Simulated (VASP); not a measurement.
# Al (I4/mmm) in VASP: further runs

The runs below take Al through single point, with PBE.

Program: VASP 6.6.1. These are calculated values, not measurements. Logs are shortened: lines on timing, memory, paths and dates and some standing lists are left out, and cuts for length are marked.

## 1. The cell of the first run

The structure is tetragonal, space group I4/mmm (No. 139). The conventional cell has a = 2.881 Å, b = 2.881 Å, c = 4.187 Å, α = 90.00°, β = 90.00°, γ = 90.00°. Within 3.8 Å of Al (site symmetry 4/mmm) lie 12 Al at 2.88 to 2.92 Å.

## 2. Single point, PBE (volume 17.379 Å^3 an atom, c/a of the conventional cell 1.4530)

INCAR reads:

```
SYSTEM = Al
ALGO     = Normal         ! electronic algorithm
EDIFF    = 1E-7           ! SCF threshold, eV
ENCUT    = 520            ! plane-wave cutoff, eV
GGA      = PE             ! functional
ISIF     = 2              ! what is computed and relaxed
ISMEAR   = 0              ! smearing method
LASPH    = .True.         ! aspherical terms in the spheres
LCHARG   = .False.        ! write CHGCAR
LREAL    = .False.        ! projectors in reciprocal space
LWAVE    = .False.        ! write WAVECAR
NBANDS   = 8              ! bands
NELM     = 80             ! most SCF steps
PREC     = Accurate       ! precision mode
SIGMA    = 0.15           ! smearing width, eV
```

KPOINTS reads:

```
k-points
0
Gamma
  22 22 22
  0 0 0
```

POSCAR reads:

```
Al
1.0
   -1.4406762360      1.4406762360      2.0933025709
    1.4406762360     -1.4406762360      2.0933025709
    1.4406762360      1.4406762360     -2.0933025709
Al
1
Direct
    0.0000000000      0.0000000000      0.0000000000
```

Potentials or basis: VASP PAW PBE potentials, release 64 (Al).

On the command line:

```bash
$ cat potpaw_PBE.64/Al/POTCAR > POTCAR
$ mpirun -np 1 vasp_std > vasp.out
```

OUTCAR:

```text
SYSTEM = Al
   EDIFF = 1E-7
   ENCUT = 520
   GGA = PE
   ISIF = 2
   ISMEAR = 0
   LASPH = .True.
   LREAL = .False.
   NELM = 80
   PREC = Accurate

 ion  position               nearest neighbor table
   1  0.000  0.000  0.000-

  LATTYP: Found a body centered tetragonal cell.
 ALAT       =     2.8813524720
 C/A-ratio  =     1.4530000000

  Lattice vectors:

 A1 = (  -1.4406762360,   1.4406762360,   2.0933025709)
 A2 = (   1.4406762360,  -1.4406762360,   2.0933025709)
 A3 = (   1.4406762360,   1.4406762360,  -2.0933025709)

Analysis of symmetry for initial positions (statically):
=====================================================================
 Subroutine PRICEL returns:
 Original cell was already a primitive cell.

 Routine SETGRP: Setting up the symmetry group for a
 body centered tetragonal supercell.

 Subroutine GETGRP returns: Found 16 space group operations
 (whereof 16 operations were pure point group operations)
 out of a pool of 16 trial point group operations.

The static configuration has the point symmetry D_4h.

Analysis of symmetry for dynamics (positions and initial velocities):
=====================================================================
 Subroutine PRICEL returns:
 Original cell was already a primitive cell.

 Routine SETGRP: Setting up the symmetry group for a
 body centered tetragonal supercell.

 Subroutine GETGRP returns: Found 16 space group operations
 (whereof 16 operations were pure point group operations)
 out of a pool of 16 trial point group operations.

The dynamic configuration has the point symmetry D_4h.

 Subroutine INISYM returns: Found 16 space group operations
 (whereof 16 operations are pure point group operations),
 and found     1 'primitive' translations

----------------------------------------------------------------------------------------

                                     Primitive cell

  volume of cell :      17.3790

  direct lattice vectors                    reciprocal lattice vectors
    -1.440676236  1.440676236  2.093302571     0.000000000  0.347059240  0.238857013
     1.440676236 -1.440676236  2.093302571     0.347059240  0.000000000  0.238857013
     1.440676236  1.440676236 -2.093302571     0.347059240  0.347059240  0.000000000
[... 75 lines left out ...]
   ICHARG =      2    charge: 1-file 2-atom 10-const
   ISPIN  =      1    spin polarized calculation?
   LNONCOLLINEAR =      F non collinear calculations
   LSORBIT =      F    spin-orbit coupling
   LASPH  =      T    aspherical Exc in radial PAW
   ENCUT  =  520.0 eV  38.22 Ry    6.18 a.u.   5.43  5.43  5.43*2*pi/ulx,y,z
   NELM   =     80;   NELMIN=  2; NELMDL= -5     # of ELM steps
   EDIFF  = 0.1E-06   stopping-criterion for ELM
   LREAL  =      F    real-space projection
   EDIFFG = 0.1E-05   stopping-criterion for IOM
   NSW    =      0    number of steps for IOM
   IBRION =     -1    ionic relax: 0-MD 1-quasi-New 2-CG
   NFREE  =      0    steps in history (QN), initial steepest desc. (CG)
   ISIF   =      2    stress and relaxation
   ISYM   =      2    0-nonsym 1-usesym 2-fastsym
   POTIM  = 0.5000    time-step for ionic-motion
   TEBEG  =    0.0;   TEEND  =   0.0 temperature during run
   PSTRESS=    0.0 pullay stress
   NELECT =       3.0000    total number of electrons
   NUPDOWN=      -1.0000    fix difference up-down
   EMIN   =  10.00;   EMAX   =-10.00  energy-range for DOS
   EFERMI =   0.00;   METHOD = LEGACY
   ISMEAR =     0;   SIGMA  =   0.15  broadening in eV -4-tet -1-fermi 0-gaus
   EFERMI_NEDOS =   21; number of points for ismear=-14 and -15
   IALGO  =     38    algorithm
   IMIX   =      4    mixing-type and parameters
     AMIX     =   0.40;   BMIX     =  1.00
     AMIX_MAG =   1.60;   BMIX_MAG =  1.00
  volume/ion in A,a.u.               =      17.38       117.28
  Fermi-wavevector in a.u.,A,eV,Ry     =   0.911536  1.722553 11.305043  0.830897
  Thomas-Fermi vector in A             =   2.035826
   LORBIT       =      0    0 simple, 1 ext, 2 COOP (PROOUT), +10 PAW based schemes
   GGA     = PE    functional components
   LHFCALC =     F    Hartree Fock is set to
   AEXX    =    0.0000 exact exchange contribution
   IVDW    =     0    specifies the selected vdW correction
   LEPSILON=     F    determine dielectric tensor
   LRPA    =     F    only Hartree local field effects (RPA)
 non-spin polarized calculation
 Gauss-broadening in eV      SIGMA  =   0.15
  energy-cutoff  :      520.00
  volume of cell :       17.38
 maximum number of plane-waves:       489
 NGX is ok and might be reduce to    24
   NGX = 11   NGY = 11   NGZ = 11

 number of electron       3.0000000 magnetization

 Free energy of the ion-electron system (eV)
  ---------------------------------------------------
  ext. energy  EPLUGINS =         0.00000000
  ---------------------------------------------------
  free energy    TOTEN  =        -3.73716536 eV

  energy without entropy =       -3.73240537  energy(sigma->0) =       -3.73478536

 E-fermi :   7.4480     XC(G=0): -10.0103

 val. band max:        7.4467977637   @ k =  -0.4545   0.5000   0.2727
 cond. band min:       7.4520167757   @ k =   0.3182   0.3182   0.0909
 fundamental gap:      0.0052190120
 Fermi energy:         7.4480358363

 k-point     1 :       0.0000    0.0000    0.0000
  band No.  band energies     occupation
      1      -3.3115      2.00000
      2      19.6204      0.00000
      3      19.9099      0.00000
      4      19.9099      0.00000
      5      20.8919      0.00000
      6      20.8919      0.00000
      7      20.9655      0.00000
      8      23.5751      0.00000
[... 243 lines left out ...]
 k-point    24 :      -0.4545    0.0455   -0.0000
  band No.  band energies     occupation
      1       1.7382      2.00000
      2       4.7658      2.00000
      3      17.0317      0.00000
      4      18.0049      0.00000
      5      18.5846      0.00000
      6      19.8289      0.00000
      7      22.4712      0.00000
      8      23.2376      0.00000

 [... further k-points ...]
[... 5 lines left out ...]
  --------------------------------------------------------------------------------------
  -------------------------------------------------------------------------------------
  Total       -0.3329942     -0.3329942     -0.5011378      0.0000000     -0.0000000      0.0000000
  in kB      -30.6988712    -30.6988712    -46.2001017      0.0000000     -0.0000000      0.0000000
  external PRESSURE =     -35.8659480 kB  Pullay stress =       0.0000000 kB

 VOLUME and BASIS-vectors are now :
 -----------------------------------------------------------------------------
  energy-cutoff  :      520.00
  volume of cell :       17.38
      direct lattice vectors                 reciprocal lattice vectors
    -1.440676236  1.440676236  2.093302571     0.000000000  0.347059240  0.238857013
     1.440676236 -1.440676236  2.093302571     0.347059240  0.000000000  0.238857013
     1.440676236  1.440676236 -2.093302571     0.347059240  0.347059240  0.000000000

 POSITION                                       TOTAL-FORCE (eV/Angst)
 -----------------------------------------------------------------------------------
      0.00000      0.00000      0.00000         0.000000      0.000000     -0.000000
 -----------------------------------------------------------------------------------
    total drift:                                0.000000      0.000000      0.000000

  FREE ENERGIE OF THE ION-ELECTRON SYSTEM (eV)
  ---------------------------------------------------
  free  energy   TOTEN  =        -3.7371653601 eV

  energy  without entropy=       -3.7324053670  energy(sigma->0) =       -3.73478536
```

stdout:

```text
POSCAR found type information on POSCAR Al
 POSCAR found :  1 types and       1 ions
 scaLAPACK will be used
 LDA part: xc-table for (Slater+PW92), standard interpolation
 POSCAR, INCAR and KPOINTS ok, starting setup
 FFT: planning ... GRIDC
 FFT: planning ... GRID_SOFT
 FFT: planning ... GRID
 WAVECAR not read
 entering main loop
```

Run time: 34 s. Hardware: 1 thread of Intel Xeon Platinum 8559C (Emerald Rapids), shared host; peak memory 0.21 GiB.

Results:

```
Free energy : -3.7372 eV
Pressure    : -3.6 GPa
```

## 3. Single point, PBE (volume 16.476 Å^3 an atom, c/a of the conventional cell 1.4530)

INCAR reads:

```
PREC     = Accurate       # precision mode
ENCUT    = 520            # plane-wave cutoff, eV
EDIFF    = 1E-6           # SCF threshold, eV
ISMEAR   = 0              # smearing method
SIGMA    = 0.15           # smearing width, eV
LREAL    = False          # projectors in reciprocal space
LASPH    = True           # aspherical terms in the spheres
NELM     = 60             # most SCF steps
ALGO     = Normal         # electronic algorithm
ISIF     = 2              # what is computed and relaxed
LWAVE    = False          # write WAVECAR
LCHARG   = True           # write CHGCAR
GGA      = PE             # functional
LELF     = True           # ELF
LVHAR    = True         
NBANDS   = 8              # bands
```

KPOINTS reads:

```
regular mesh
0
Gamma
  22 22 22
```

POSCAR reads:

```
Al
1.0
   -1.4152789889      1.4152789889      2.0564003709
    1.4152789889     -1.4152789889      2.0564003709
    1.4152789889      1.4152789889     -2.0564003709
Al
1
Direct
    0.0000000000      0.0000000000      0.0000000000
```

Potentials or basis: VASP PAW PBE potentials, release 64 (Al).

On the command line:

```bash
$ cat potpaw_PBE.64/Al/POTCAR > POTCAR
$ mpirun -np 1 vasp_std > vasp.out
```

Wall time 41 s (1 thread of Intel Xeon Platinum 8375C at 2.90GHz (Ice Lake), shared host); peak memory 0.21 GiB.

Results (log left out):

| Quantity | Value |
| --- | --- |
| Free energy | -3.7475 eV |
| Pressure | 0.1 GPa |

Stress tensor (GPa, compression positive):
```
 0.73  0.00  0.00
 0.00  0.73  0.00
 0.00  0.00 -1.18
```

Levels at points of the mesh, in eV from the Fermi level:
```
           k point  band 1  band 2  band 3  band 4  band 5  band 6
(0.00, 0.00, 0.00)  -11.13   12.45   12.75   12.75   14.12   14.12
(0.50, 0.00, 0.00)   -4.58   -4.37   11.06   11.15   11.78   11.79
(0.50, 0.50, 0.00)   -2.78   -1.40    5.18    5.36    5.55    8.93
(0.50, 0.50, 0.50)   -3.17   -1.96    5.48    5.95    5.95    9.43
```
